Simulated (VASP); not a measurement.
Ge2SbO, 4 atoms in the cell. Symmetry: P6/mmm, No. 191, hexagonal system. The conventional cell has a = 3.594 Å, b = 3.594 Å, c = 7.337 Å, α = 90.00°, β = 90.00°, γ = 120.00°. Within 2.4 Å of Ge (site symmetry 6mm) lie 1 O at 1.82 Å and 1 Sb at 1.85 Å. Sb (site symmetry 6/mmm) has 2 Ge at 1.85 Å within 2.5 Å. O (site symmetry 6/mmm) has 2 Ge at 1.82 Å within 2.4 Å. The cell was built from a structure type or drawn by symmetry, and may not be a known phase.

```yaml
Program: VASP 6.6.1
Task: relaxation of cell and atoms
Functional: PBE
Potentials_or_basis: VASP PAW PBE potentials, release 64 (Ge_d, Sb, O)
Cutoff: 600 eV
k_mesh: 6 × 6 × 4
Occupations: gaussian, width 0.1 eV
Spin: no spin polarisation
Dipole_correction: no
Further_INCAR_settings: ALGO = Normal; EDIFF = 1e-06; IBRION = 2; EDIFFG = -0.04; NSW = 90; ISIF = 3
```

Potentials or basis: VASP PAW PBE potentials, release 64 (Ge_d, Sb, O).

Command:

```console
$ cat potpaw_PBE.64/Ge_d/POTCAR potpaw_PBE.64/Sb/POTCAR potpaw_PBE.64/O/POTCAR > POTCAR
$ mpirun -np 1 vasp_std > vasp.out
```

Hardware: 1 thread of Intel(R) Xeon(R) Platinum 8488C (Sapphire Rapids), with other jobs on the host.

Task: Estimate the wall time of this run.

Result: It took 19 min on 1 thread of Intel(R) Xeon(R) Platinum 8488C (Sapphire Rapids), with other jobs on the host, peak memory 0.27 GiB. Counts: scf iterations 328, k points 21, ion steps 26.
